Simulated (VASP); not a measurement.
# Si (P6_3/mmc) in VASP: further runs

Si is run at these levels: LDA; tasks: single point.

Program: VASP 6.6.1. These are calculated values, not measurements. Logs are shortened: lines on timing, memory, paths and dates and some standing lists are left out, and cuts for length are marked.

## Step 1: The cell of the first run

The structure is hexagonal, space group P6_3/mmc (No. 194). The conventional cell has a = 3.785 Å, b = 3.785 Å, c = 6.478 Å, α = 90.00°, β = 90.00°, γ = 120.00°. Si (site symmetry 3m) has 4 Si at 2.34 to 2.40 Å within 3.1 Å.

This isn't the form of Si at room conditions, which is diamond.

## Step 2: Single point, LDA (uniaxial strain along c: +3.0 %, then relaxed in part)

INCAR reads:

```
PREC = Accurate ; ENCUT = 520
EDIFF = 1E-6 ; ISMEAR = 0
SIGMA = 0.02 ; LREAL = False
LASPH = True ; NELM = 60
ALGO = Normal ; ISIF = 2
LWAVE = False ; LCHARG = True
LELF = True ; LVHAR = True
NBANDS = 16
```

KPOINTS reads:

```
regular mesh
0
Gamma
  12 12 6
```

POSCAR reads:

```
Si
1.0
    3.7845349880      0.0000000000      0.0000000000
   -1.8922674940      3.2775034411      0.0000000000
    0.0000000000      0.0000000000      6.4777938580
Si
4
Direct
    0.3333333296      0.6666666704      0.0649598105
    0.6666666704      0.3333333296      0.5649598105
    0.3333333296      0.6666666704      0.4350401895
    0.6666666704      0.3333333296      0.9350401895
```

Potentials or basis: VASP PAW LDA potentials, release 64 (Si).

Command:

```console
cat potpaw_LDA.64/Si/POTCAR > POTCAR
mpirun -np 1 vasp_std > vasp.out
```

OUTCAR:

```text
PREC = Accurate
   ENCUT = 520
   EDIFF = 1E-6
   ISMEAR = 0
   LREAL = False
   LASPH = True
   NELM = 60
   ISIF = 2

 ion  position               nearest neighbor table
   1  0.333  0.667  0.065-   4 2.34   4 2.34   4 2.34   3 2.40
   2  0.667  0.333  0.565-   3 2.34   3 2.34   3 2.34   4 2.40
   3  0.333  0.667  0.435-   2 2.34   2 2.34   2 2.34   1 2.40
   4  0.667  0.333  0.935-   1 2.34   1 2.34   1 2.34   2 2.40

  LATTYP: Found a hexagonal cell.
 ALAT       =     3.7845349880
 C/A-ratio  =     1.7116485588

  Lattice vectors:

 A1 = (   3.7845349880,   0.0000000000,   0.0000000000)
 A2 = (  -1.8922674940,   3.2775034411,   0.0000000000)
 A3 = (   0.0000000000,   0.0000000000,   6.4777938580)

Analysis of symmetry for initial positions (statically):
=====================================================================
 Subroutine PRICEL returns:
 Original cell was already a primitive cell.

 Routine SETGRP: Setting up the symmetry group for a
 hexagonal supercell.

 Subroutine GETGRP returns: Found 24 space group operations
 (whereof 12 operations were pure point group operations)
 out of a pool of 24 trial point group operations.

The static configuration has the point symmetry D_3d.
 The point group associated with its full space group is D_6h.

Analysis of symmetry for dynamics (positions and initial velocities):
=====================================================================
 Subroutine PRICEL returns:
 Original cell was already a primitive cell.

 Routine SETGRP: Setting up the symmetry group for a
 hexagonal supercell.

 Subroutine GETGRP returns: Found 24 space group operations
 (whereof 12 operations were pure point group operations)
 out of a pool of 24 trial point group operations.

The dynamic configuration has the point symmetry D_3d.
 The point group associated with its full space group is D_6h.

 Subroutine INISYM returns: Found 24 space group operations
 (whereof 12 operations are pure point group operations),
 and found     1 'primitive' translations

----------------------------------------------------------------------------------------

                                     Primitive cell

  volume of cell :      80.3494

  direct lattice vectors                    reciprocal lattice vectors
     3.784534988  0.000000000  0.000000000     0.264233255  0.152555141  0.000000000
    -1.892267494  3.277503441  0.000000000     0.000000000  0.305110282  0.000000000
     0.000000000  0.000000000  6.477793858     0.000000000  0.000000000  0.154373545

  length of vectors
     3.784534988  3.784534988  6.477793858     0.305110282  0.305110282  0.154373545

  position of ions in fractional coordinates (direct lattice)
     0.333333330  0.666666670  0.064959810
     0.666666670  0.333333330  0.564959810
     0.333333330  0.666666670  0.435040190
     0.666666670  0.333333330  0.935040190

  ion indices of the primitive-cell ions
   primitive index   ion index
                 1           1
                 2           2
                 3           3
                 4           4

----------------------------------------------------------------------------------------

 KPOINTS: regular mesh

Automatic generation of k-mesh.
 Grid dimensions read from file:
 generate k-points for:   12   12    6

 Generating k-lattice:

  Cartesian coordinates                     Fractional coordinates (reciprocal lattice)
     0.022019438  0.012712928  0.000000000     0.083333333  0.000000000  0.000000000
     0.000000000  0.025425857  0.000000000     0.000000000  0.083333333  0.000000000
     0.000000000  0.000000000  0.025728924     0.000000000  0.000000000  0.166666667

  Length of vectors
     0.025425857  0.025425857  0.025728924

  Shift w.r.t. Gamma in fractional coordinates (k-lattice)
     0.000000000  0.000000000  0.000000000

 Subroutine IBZKPT returns following result:
 ===========================================

 Found     76 irreducible k-points:

 Following reciprocal coordinates:
            Coordinates               Weight
  0.000000  0.000000  0.000000      1.000000
  0.083333 -0.000000  0.000000      6.000000
  0.166667 -0.000000  0.000000      6.000000
  0.250000 -0.000000  0.000000      6.000000
  0.333333 -0.000000  0.000000      6.000000
  0.416667 -0.000000  0.000000      6.000000
[... 16 lines left out ...]
  0.250000 -0.000000  0.166667     12.000000
  0.333333 -0.000000  0.166667     12.000000
 [... further k-points ...]
   k-points           NKPTS =     76   k-points in BZ     NKDIM =     76   number of bands    NBANDS=     16
   number of dos      NEDOS =    301   number of ions     NIONS =      4
   total plane-waves  NPLWV =  37632
   dimension x,y,z NGX =    28 NGY =   28 NGZ =   48
   dimension x,y,z NGXF=    56 NGYF=   56 NGZF=   96
   ions per type =               4
   NGX,Y,Z   is equivalent  to a cutoff of  12.30, 12.30, 12.32 a.u.
   NGXF,Y,Z  is equivalent  to a cutoff of  24.60, 24.60, 24.64 a.u.
 SYSTEM =  unknown system
   PREC   = accura    normal or accurate (medium, high low for compatibility)
   ISTART =      0    job   : 0-new  1-cont  2-samecut
   ICHARG =      2    charge: 1-file 2-atom 10-const
   ISPIN  =      1    spin polarized calculation?
   LNONCOLLINEAR =      F non collinear calculations
   LSORBIT =      F    spin-orbit coupling
   LASPH  =      T    aspherical Exc in radial PAW
   ENCUT  =  520.0 eV  38.22 Ry    6.18 a.u.   7.04  7.04 12.04*2*pi/ulx,y,z
   NELM   =     60;   NELMIN=  2; NELMDL= -5     # of ELM steps
   EDIFF  = 0.1E-05   stopping-criterion for ELM
   LREAL  =      F    real-space projection
   EDIFFG = 0.1E-04   stopping-criterion for IOM
   NSW    =      0    number of steps for IOM
   IBRION =     -1    ionic relax: 0-MD 1-quasi-New 2-CG
   NFREE  =      0    steps in history (QN), initial steepest desc. (CG)
   ISIF   =      2    stress and relaxation
   ISYM   =      2    0-nonsym 1-usesym 2-fastsym
   POTIM  = 0.5000    time-step for ionic-motion
   TEBEG  =    0.0;   TEEND  =   0.0 temperature during run
   PSTRESS=    0.0 pullay stress
   NELECT =      16.0000    total number of electrons
   NUPDOWN=      -1.0000    fix difference up-down
   EMIN   =  10.00;   EMAX   =-10.00  energy-range for DOS
   EFERMI =   0.00;   METHOD = LEGACY
   ISMEAR =     0;   SIGMA  =   0.02  broadening in eV -4-tet -1-fermi 0-gaus
   EFERMI_NEDOS =   21; number of points for ismear=-14 and -15
   IALGO  =     38    algorithm
   IMIX   =      4    mixing-type and parameters
     AMIX     =   0.40;   BMIX     =  1.00
     AMIX_MAG =   1.60;   BMIX_MAG =  1.00
  volume/ion in A,a.u.               =      20.09       135.56
  Fermi-wavevector in a.u.,A,eV,Ry     =   0.955991  1.806561 12.434625  0.913919
  Thomas-Fermi vector in A             =   2.084879
   LORBIT       =      0    0 simple, 1 ext, 2 COOP (PROOUT), +10 PAW based schemes
   GGA     = CA    functional components
   LHFCALC =     F    Hartree Fock is set to
   AEXX    =    0.0000 exact exchange contribution
   IVDW    =     0    specifies the selected vdW correction
   LEPSILON=     F    determine dielectric tensor
   LRPA    =     F    only Hartree local field effects (RPA)
 non-spin polarized calculation
 Gauss-broadening in eV      SIGMA  =   0.02
  energy-cutoff  :      520.00
  volume of cell :       80.35
 maximum number of plane-waves:      2180
   NGX = 15   NGY = 15   NGZ = 25

 number of electron      16.0000000 magnetization

 Free energy of the ion-electron system (eV)
  ---------------------------------------------------
  ext. energy  EPLUGINS =         0.00000000
  ---------------------------------------------------
  free energy    TOTEN  =       -23.75752819 eV

  energy without entropy =      -23.75752819  energy(sigma->0) =      -23.75752819

 E-fermi :   6.1518     XC(G=0):  -9.5925

 val. band max:        6.0681361806   @ k =   0.0000   0.0000   0.0000
 cond. band min:       6.4766579807   @ k =   0.5000  -0.0000   0.0000
 fundamental gap:      0.4085218001
 Fermi energy:         6.1518457795

 k-point     1 :       0.0000    0.0000    0.0000
  band No.  band energies     occupation
      1      -6.2102      2.00000
      2      -4.0975      2.00000
      3      -1.3058      2.00000
      4       4.6892      2.00000
      5       4.6892      2.00000
      6       5.4349      2.00000
[... 8 lines left out ...]
     15      10.1646      0.00000
     16      12.0511      0.00000

 k-point     2 :       0.0833   -0.0000    0.0000
  band No.  band energies     occupation
      1      -6.1268      2.00000
      2      -4.0126      2.00000
      3      -1.2556      2.00000
      4       3.9794      2.00000
      5       4.5088      2.00000
      6       5.3477      2.00000
[... 8 lines left out ...]
     15      10.4864      0.00000
     16      11.4713      0.00000

 k-point     3 :       0.1667   -0.0000    0.0000
  band No.  band energies     occupation
      1      -5.8785      2.00000
      2      -3.7596      2.00000
      3      -1.1289      2.00000
      4       2.7442      2.00000
      5       4.1130      2.00000
      6       4.1598      2.00000
[... 8 lines left out ...]
     15      11.3264      0.00000
     16      11.7997      0.00000

 k-point     4 :       0.2500   -0.0000    0.0000
  band No.  band energies     occupation
      1      -5.4730      2.00000
      2      -3.3448      2.00000
      3      -1.0386      2.00000
      4       1.6356      2.00000
      5       2.8129      2.00000
      6       3.6998      2.00000
[... 8 lines left out ...]
     15      12.2307      0.00000
     16      12.4884      0.00000

 k-point     5 :       0.3333   -0.0000    0.0000
  band No.  band energies     occupation
      1      -4.9299      2.00000
      2      -2.7850      2.00000
      3      -1.2884      2.00000
      4       1.0695      2.00000
      5       1.5434      2.00000
      6       3.3680      2.00000
[... 8 lines left out ...]
     15      12.9295      0.00000
     16      13.1419      0.00000

 k-point     6 :       0.4167   -0.0000    0.0000
  band No.  band energies     occupation
      1      -4.3143      2.00000
      2      -2.1404      2.00000
      3      -1.9474      2.00000
      4       0.4601      2.00000
      5       1.1424      2.00000
      6       3.1582      2.00000
[... 8 lines left out ...]
     15      12.0225      0.00000
     16      13.9390      0.00000
[... 267 lines left out ...]
 k-point    21 :       0.0833   -0.0000    0.1667
  band No.  band energies     occupation
      1      -6.0421      2.00000
      2      -4.3009      2.00000
      3      -0.8058      2.00000
      4       4.0502      2.00000
      5       4.4218      2.00000
      6       4.5741      2.00000
[... 8 lines left out ...]
     15      10.3632      0.00000
     16      11.7914      0.00000

 k-point    22 :       0.1667   -0.0000    0.1667
  band No.  band energies     occupation
      1      -5.7941      2.00000
      2      -4.0520      2.00000
      3      -0.6865      2.00000
      4       2.8298      2.00000
      5       3.7329      2.00000
      6       4.1800      2.00000
[... 8 lines left out ...]
     15      11.1201      0.00000
     16      11.6517      0.00000

 k-point    23 :       0.2500   -0.0000    0.1667
  band No.  band energies     occupation
      1      -5.3891      2.00000
      2      -3.6465      2.00000
      3      -0.6316      2.00000
      4       1.7641      2.00000
      5       2.5052      2.00000
      6       3.7680      2.00000
[... 8 lines left out ...]
     15      12.1842      0.00000
     16      12.4268      0.00000

 k-point    24 :       0.3333   -0.0000    0.1667
  band No.  band energies     occupation
      1      -4.8472      2.00000
      2      -3.1106      2.00000
      3      -0.9761      2.00000
      4       1.2449      2.00000
      5       1.3412      2.00000
      6       3.4369      2.00000
[... 8 lines left out ...]
     15      13.2858      0.00000
     16      13.3645      0.00000

 [... further k-points ...]

------------------------ aborting loop because EDIFF is reached ----------------------------------------

  FORCE on cell =-STRESS in cart. coord.  units (eV):
  Direction    XX          YY          ZZ          XY          YZ          ZX
  --------------------------------------------------------------------------------------
  -------------------------------------------------------------------------------------
  Total        0.0365927      0.0365927     -2.8985147      0.0000000      0.0000000      0.0000000
  in kB        0.7296634      0.7296634    -57.7967314      0.0000000      0.0000000      0.0000000
  external PRESSURE =     -18.7791349 kB  Pullay stress =       0.0000000 kB

 VOLUME and BASIS-vectors are now :
 -----------------------------------------------------------------------------
  energy-cutoff  :      520.00
  volume of cell :       80.35
      direct lattice vectors                 reciprocal lattice vectors
     3.784534988  0.000000000  0.000000000     0.264233255  0.152555141  0.000000000
    -1.892267494  3.277503441  0.000000000     0.000000000  0.305110282  0.000000000
     0.000000000  0.000000000  6.477793858     0.000000000  0.000000000  0.154373545

 POSITION                                       TOTAL-FORCE (eV/Angst)
 -----------------------------------------------------------------------------------
     -0.00000      2.18500      0.42080        -0.000000      0.000000      0.000612
      1.89227      1.09250      3.65969         0.000000     -0.000000      0.000612
     -0.00000      2.18500      2.81810         0.000000      0.000000     -0.000612
      1.89227      1.09250      6.05700        -0.000000     -0.000000     -0.000612
 -----------------------------------------------------------------------------------
    total drift:                               -0.000000      0.000000     -0.000000

  FREE ENERGIE OF THE ION-ELECTRON SYSTEM (eV)
  ---------------------------------------------------
  free  energy   TOTEN  =       -23.7575281925 eV

  energy  without entropy=      -23.7575281925  energy(sigma->0) =      -23.75752819
```

It took 1.8 min on 1 thread of Intel Xeon 8259CL, shared host; peak memory 0.2 GiB.

Results:

```yaml
Free_energy: -23.7575 eV
Pressure: -1.9 GPa
Band_gap_on_the_k_mesh: 0.41 eV (least direct gap 1.27 eV)
```

Stress tensor (GPa, compression positive):
```
 0.07  0.00  0.00
 0.00  0.07  0.00
 0.00  0.00 -5.78
```

Levels at points of the mesh, in eV from the valence-band top:
```
           k point  band 6  band 7  band 8  band 9  band 10  band 11
(0.00, 0.00, 0.00)   -0.63    0.00    0.00    1.27     1.65     2.06
(0.50, 0.00, 0.00)   -3.12   -2.98   -1.50    0.41     2.18     2.62
(0.00, 0.00, 0.50)   -0.83   -0.83   -0.83    1.95     1.95     2.99
(0.50, 0.00, 0.50)   -2.69   -2.39   -2.39    0.66     0.66     1.47
```

Caveat: the cell differs from its parent crystal (uniaxial strain along c: +3.0 %, then relaxed in part). A k mesh can miss the band edges.

## Step 3: Single point, LDA (uniaxial strain along c: +3.0 %)

INCAR reads:

```
SYSTEM = Si
PREC = Accurate
ENCUT = 520
EDIFF = 1E-7
ISMEAR = 0
SIGMA = 0.02
LREAL = .FALSE.
LASPH = .TRUE.
NELM = 80
ALGO = Normal
ISIF = 2
LWAVE = .FALSE.
LCHARG = .FALSE.
NBANDS = 16
```

KPOINTS reads:

```
regular mesh
0
G
  12 12 6
  0 0 0
```

POSCAR reads:

```
Si
1.0
    3.7734606500      0.0000000000      0.0000000000
   -1.8867303250      3.2679127831      0.0000000000
    0.0000000000      0.0000000000      6.4777938580
Si
4
Direct
    0.3333333317      0.6666666683      0.0640782780
    0.6666666683      0.3333333317      0.5640782780
    0.3333333317      0.6666666683      0.4359217220
    0.6666666683      0.3333333317      0.9359217220
```

Potentials or basis: VASP PAW LDA potentials, release 64 (Si).

Command:

```console
cat potpaw_LDA.64/Si/POTCAR > POTCAR
mpirun -np 1 vasp_std > vasp.out
```

OUTCAR:

```text
SYSTEM = Si
   PREC = Accurate
   ENCUT = 520
   EDIFF = 1E-7
   ISMEAR = 0
   LREAL = .FALSE.
   LASPH = .TRUE.
   NELM = 80
   ISIF = 2

 ion  position               nearest neighbor table
   1  0.333  0.667  0.064-   4 2.33   4 2.33   4 2.33   3 2.41
   2  0.667  0.333  0.564-   3 2.33   3 2.33   3 2.33   4 2.41
   3  0.333  0.667  0.436-   2 2.33   2 2.33   2 2.33   1 2.41
   4  0.667  0.333  0.936-   1 2.33   1 2.33   1 2.33   2 2.41

  LATTYP: Found a hexagonal cell.
 ALAT       =     3.7734606500
 C/A-ratio  =     1.7166718985

[... 656 lines left out ...]
  --------------------------------------------------------------------------------------
  -------------------------------------------------------------------------------------
  Total        0.5535658      0.5535658     -2.9931481      0.0000000     -0.0000000      0.0000000
  in kB       11.1030525     11.1030525    -60.0345673      0.0000000     -0.0000000      0.0000000
  external PRESSURE =     -12.6094875 kB  Pullay stress =       0.0000000 kB

 VOLUME and BASIS-vectors are now :
 -----------------------------------------------------------------------------
  energy-cutoff  :      520.00
  volume of cell :       79.88
      direct lattice vectors                 reciprocal lattice vectors
     3.773460650  0.000000000  0.000000000     0.265008726  0.153002859  0.000000000
    -1.886730325  3.267912783  0.000000000     0.000000000  0.306005719  0.000000000
     0.000000000  0.000000000  6.477793858     0.000000000  0.000000000  0.154373545

 POSITION                                       TOTAL-FORCE (eV/Angst)
 -----------------------------------------------------------------------------------
     -0.00000      2.17861      0.41509        -0.000000      0.000000      0.174267
      1.88673      1.08930      3.65398         0.000000     -0.000000      0.174267
     -0.00000      2.17861      2.82381        -0.000000      0.000000     -0.174267
      1.88673      1.08930      6.06271         0.000000     -0.000000     -0.174267
 -----------------------------------------------------------------------------------
    total drift:                               -0.000000      0.000000     -0.000000

  FREE ENERGIE OF THE ION-ELECTRON SYSTEM (eV)
  ---------------------------------------------------
  free  energy   TOTEN  =       -23.7537769078 eV

  energy  without entropy=      -23.7537769078  energy(sigma->0) =      -23.75377691
```

Run time: 1.9 min. Hardware: 1 thread of Intel Xeon 8259CL, shared host; peak memory 0.2 GiB.

What came out:

| Item | Value |
| --- | --- |
| Free energy | -23.7538 eV |
| Pressure | -1.3 GPa |
| Largest force | 0.174 eV/Å |
| Band gap on the k mesh | 0.43 eV (least direct gap 1.33 eV) |

Forces in eV/Å, atoms in the order of the input:
```
Si   0.000  0.000  0.174
Si   0.000  0.000  0.174
Si   0.000  0.000 -0.174
Si   0.000  0.000 -0.174
```

Stress tensor (GPa, compression positive):
```
 1.11  0.00  0.00
 0.00  1.11  0.00
 0.00  0.00 -6.00
```

Caveat: the cell differs from its parent crystal (uniaxial strain along c: +3.0 %).
